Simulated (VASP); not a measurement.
Crystal: AlN.

```xyz
4
Lattice="3.2445 0.0000 0.0000 -1.6223 2.8098 0.0000 0.0000 0.0000 4.1021" Properties=species:S:1:pos:R:3 pbc="T T T"
Al    1.6223    0.9366    1.0255
Al    0.0000    1.8732    3.0766
N     1.6223    0.9366    3.0766
N     0.0000    1.8732    1.0255
```

Program: VASP 6.6.1. Alike in all runs: task single point; no spin polarisation; cell as given; k mesh 9 × 9 × 7; cutoff (eV) 520; smearing fermi-dirac 0.05 eV.

Problem. Order these runs on this cell by their pressure, lowest first.
A. level PBEsol; potentials or basis VASP PAW PBE potentials, release 64 (Al, N)
B. level r2SCAN; potentials or basis VASP PAW PBE potentials, release 64 (Al, N)
C. level LDA; potentials or basis VASP PAW LDA potentials, release 64 (Al, N)

Solution. C (5.4 GPa), B (8.8 GPa), A (10.6 GPa).

Caveats: the PAW data sets were made with another functional, which shifts forces and pressure a little (some runs).
